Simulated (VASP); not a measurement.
Runs of VASP 6.6.1 on SiC6. The cell holds an amorphous packing of atoms, 14 atoms: a = 5.263 Å, b = 5.133 Å, c = 5.339 Å, α = 87.44°, β = 86.81°, γ = 90.85°. 

```tsv
smearing	gap on the mesh (eV)	pressure (GPa)	largest force (eV/Å)
fermi-dirac 0.2482 eV	(a)	2.4	6.88
fermi-dirac 0.05 eV	(b)	-5.6	2.97
fermi-dirac 0.3447 eV	0.87	2.2	(c)
fermi-dirac 0.1379 eV	1.41	-8.8	6.07
```

Alike in all rows: task single point; level PBE; potentials or basis VASP PAW PBE potentials, release 64 (Si, C); no spin polarisation; cell as given; k mesh 1 × 1 × 1, shifted; cutoff (eV) 520.

Task: Estimate the missing entries.

Result: (a) 0.36; (b) 1.44; (c) 10.03.

Caveats: all runs use coarse meshes.

A k mesh can miss the band edges.
